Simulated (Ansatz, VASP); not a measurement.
## Ta2N: VASP beside Ansatz

```
Ta N
1.0
     3.10114    0.00000    0.00000
    -1.55057    2.68567    0.00000
     0.00000    0.00000    4.88189
Ta N
2 1
Cartesian
  1.5506 0.8503 3.5765
  0.0000 1.7455 1.1853
  0.0000 0.0000 0.0000
```

Change from the starting cell: all Ta atoms moved +0.075 Å, as atom 1 towards its neighbour atom 2 (Ta) at 2.987 Å.

Alike in both runs: task single point; functional PBE; k mesh 18 × 18 × 10; occupations gaussian, width 0.15 eV; no spin polarisation.

|  | VASP | Ansatz |
| --- | --- | --- |
| version | VASP 6.6.1 | Ansatz 0.2.0 |
| potentials or method | VASP PAW PBE potentials, release 64 (Ta_pv, N), cutoff 520 eV | scalar-relativistic, plane waves, PAW |
| valence electrons in the cell | 27 | 31 |

|  | VASP | Ansatz | Ansatz less VASP |
| --- | --- | --- | --- |
| gap on the k mesh at the Fermi level (eV) | none | none | - |
| pressure (GPa) | 1.0 | 0.5 | -0.44 |
| traceless stress, the component that is largest in VASP (GPa) | 0.58 | 0.55 | -0.033 |
| rms of the force components (eV/Å) | 0.442 | 0.437 | -0.0047 |

Atom by atom the forces differ by 0.023 eV/Å (rms over components). A gap of «none» marks a metal or a gap that the smearing closes. With one functional, cell and mesh, what is left measures potentials, basis and numerics. VASP's potentials hold 27 valence electrons a cell and Ansatz's 31, so a difference there can come from the potentials and not from the codes.

Spin-orbit coupling is off throughout.
